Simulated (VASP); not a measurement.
Wanted: the native input for a VASP 6.6.1 run.

| Item | Value |
| --- | --- |
| Task | single point |
| Functional | PBE |
| Potentials or basis | VASP PAW PBE potentials, release 64 (K_sv, Nd_3, Sb), 4f in core |
| Cutoff | 500 eV |
| k mesh | 4 × 4 × 2 |
| Occupations | gaussian, width 0.1 eV |
| Spin | no spin polarisation |
| Dipole correction | no |
| Mended | yes |
| Further INCAR settings | ALGO = Normal; EDIFF = 1e-06; NBANDS = 32 |

The structure of KNd2Sb3 lies in POSCAR:

```
KNd2Sb3
1.0
    4.6379289247      0.0000000000      0.0000000000
    0.0000000000      4.6379289247      0.0000000000
    0.0000000000      0.0000000000      8.7925700826
K Nd Sb
1 2 3
Direct
    0.0000000000      0.0000000000      0.0000000000
    0.0000000000      0.5000000000      0.6712142747
    0.5000000000      0.0000000000      0.3287857253
    0.5000000000      0.5000000000      0.0000000000
    0.0000000000      0.5000000000      0.3135837580
    0.5000000000      0.0000000000      0.6864162420
```

The cell was built from a structure type or drawn by symmetry, and may not be a known phase.

The input as run:

INCAR

```
SYSTEM = KNd2Sb3
PREC     = Accurate       ! precision mode
ENCUT    = 500            ! plane-wave cutoff, eV
EDIFF    = 1E-6           ! SCF threshold, eV
ISMEAR   = 0              ! smearing method
SIGMA    = 0.1            ! smearing width, eV
LREAL    = .False.        ! projectors in reciprocal space
LASPH    = .True.         ! aspherical terms in the spheres
NELM     = 200            ! most SCF steps
ALGO     = Normal         ! electronic algorithm
ISIF     = 2              ! what is computed and relaxed
LWAVE    = .False.        ! write WAVECAR
LCHARG   = .False.        ! write CHGCAR
GGA      = PE             ! functional
NBANDS   = 32             ! bands
GGA_COMPAT= .False.      
LMAXMIX  = 6              ! l up to which the mixer works
```

KPOINTS

```
regular mesh
0
Gamma
  4 4 2
  0 0 0
```

Potentials or basis: VASP PAW PBE potentials, release 64 (K_sv, Nd_3, Sb), 4f in core.

The run is started by

```console
$ cat potpaw_PBE.64/K_sv/POTCAR potpaw_PBE.64/Nd_3/POTCAR potpaw_PBE.64/Sb/POTCAR > POTCAR
$ mpirun -np 1 vasp_std > vasp.out
```

Results of the run:

```
Pressure               : -0.1 GPa
Largest force          : 0.049 eV/Å
Band gap on the k mesh : zero (bands 23 and 24 overlap by 0.46 eV)
```

Caveat: spin-orbit coupling is left out, which moves the levels of the heavy elements; the 4f electrons are frozen in the core, so they carry no moment and show no levels.

Wall time 30 s on 1 thread of Intel(R) Xeon(R) 6975P-C (Granite Rapids), with other jobs on the host, peak memory 0.31 GiB.
